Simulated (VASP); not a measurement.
A run of VASP 6.6.1:

The input INCAR:

```
  ALGO = Normal
  EDIFF = 1E-6
  ENCUT = 520
  GGA = PE
  ISIF = 2
  ISMEAR = 0
  LASPH = True
  LCHARG = False
  LREAL = False
  LWAVE = False
  NBANDS = 16
  NELM = 60
  PREC = Accurate
  SIGMA = 0.01
```

Contents of KPOINTS:

```
k-points
0
Gamma
  9 9 6
```

POSCAR

```
MgO
1.0
    3.4850363670      0.0000000000      0.0000000000
   -1.7425181835      3.0181300269      0.0000000000
    0.0000000000      0.0000000000      4.1957762210
Mg O
2 2
Direct
    0.3333333333      0.6666666667      0.2500000000
    0.6666666667      0.3333333333      0.7500000000
    0.6666666667      0.3333333333      0.2500000000
    0.3333333333      0.6666666667      0.7500000000
```

Potentials or basis: VASP PAW PBE potentials, release 64 (Mg, O).

Launch:

```console
$ cat potpaw_PBE.64/Mg/POTCAR potpaw_PBE.64/O/POTCAR > POTCAR
$ mpirun -np 1 vasp_std > vasp.out
```

Hardware: 1 thread of Intel(R) Xeon(R) Platinum 8175M CPU @ 2.50GHz (Skylake/Cascade Lake), on a shared host.

Problem. Estimate the wall time of this run.

Solution. Run time: 38 s on 1 thread of Intel(R) Xeon(R) Platinum 8175M CPU @ 2.50GHz (Skylake/Cascade Lake) (shared host), peak memory 0.18 GiB. Counts: scf iterations 13, k points 48.
